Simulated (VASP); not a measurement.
Runs of VASP 6.6.1 on BP. The structure is that of space group I-4m2 (No. 119), or close to it. The cells are those of the table. 

| level | cell | k mesh | smearing | grid for exact exchange (PRECFOCK) | screening parameter | gap on the mesh (eV) | pressure (GPa) |
| --- | --- | --- | --- | --- | --- | --- | --- |
| r2SCAN | a = 3.301, b = 3.301, c = 3.392 Å, angles 59.1, 59.1, 61.8°, 2 atoms | 10 × 10 × 10 | gaussian 0.01 eV | - | - | 0.76 | -15.7 |
| PBE | a = 3.119, b = 3.208 Å, angles 59.0, 61.9, 59.0°, 2 atoms | 10 × 10 × 10 | fermi-dirac 0.02 eV | - | - | 0.28 | (b) |
| HSE06 | a = 3.301, b = 3.301, c = 3.392 Å, angles 59.1, 59.1, 61.8°, 2 atoms | 6 × 6 × 6 | gaussian 0.01 eV | Normal | 0.2079 1/Å | 1.42 | -17.1 |
| PBE | a = 3.301, b = 3.301, c = 3.392 Å, angles 59.1, 59.1, 61.8°, 2 atoms | 6 × 6 × 6 | gaussian 0.01 eV | - | - | 0.72 | -13.9 |
| PBE | a = 3.301, b = 3.301, c = 3.392 Å, angles 59.1, 59.1, 61.8°, 2 atoms | 10 × 10 × 10 | fermi-dirac 0.02 eV | - | - | 0.61 | -13.9 |
| r2SCAN | a = 3.119, b = 3.208 Å, angles 59.0, 61.9, 59.0°, 2 atoms | 10 × 10 × 10 | gaussian 0.01 eV | - | - | (a) | 10.3 |
| HSE06 | a = 3.119, b = 3.208 Å, angles 59.0, 61.9, 59.0°, 2 atoms | 6 × 6 × 6 | gaussian 0.01 eV | Normal | 0.2079 1/Å | 1.10 | 8.9 |

Alike in all rows: task single point; potentials or basis VASP PAW PBE potentials, release 64 (B, P); no spin polarisation; cutoff (eV) 520.

Fill in the values left out.

(a) 0.44; (b) 11.7.

Caveats: the PAW data sets were made with another functional, which shifts forces and pressure a little (some runs).

A k mesh can miss the band edges.
